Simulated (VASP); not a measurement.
# AlCo (rocksalt type): single point with PBE

AlCo (rocksalt type):

```xyz
2
Lattice="0.0000 2.0634 2.0634 2.0634 0.0000 2.0634 2.0634 2.0634 0.0000" Properties=species:S:1:pos:R:3 pbc="T T T"
Co    0.0000    0.0000    0.0000
Al    2.0634    2.0634    2.0634
```

* Program: VASP 6.6.1
* Task: single point
* Functional: PBE
* Potentials or basis: VASP PAW PBE potentials, release 64 (Co, Al)
* Cutoff: 520 eV
* k mesh: 15 × 15 × 15
* Occupations: fermi-dirac, width 0.05 eV
* Spin: no spin polarisation
* Dipole correction: no
* Further INCAR settings: ALGO = Normal; EDIFF = 1e-07; NBANDS = 13

```json
{
  "Pressure": "135.0 GPa",
  "Band gap on the k mesh": "zero (bands 6 and 7 overlap by 0.15 eV)"
}
```

Levels at points of the mesh, in eV from the Fermi level:
```csv
k point,band 3,band 4,band 5,band 6,band 7,band 8,band 9,band 10
"(0.00, 0.00, 0.00)",-3.19,-3.19,-2.72,-2.72,10.97,10.97,10.97,12.43
```

It took 46 s on 1 thread of Intel Xeon 8259CL (shared host), peak memory 0.16 GiB.

Caveat: the cell stands under pressure; the run has no spin polarisation, though such a crystal can be magnetic. Spin polarisation is off, so any magnetic state and its effect on volume and gap are missing.
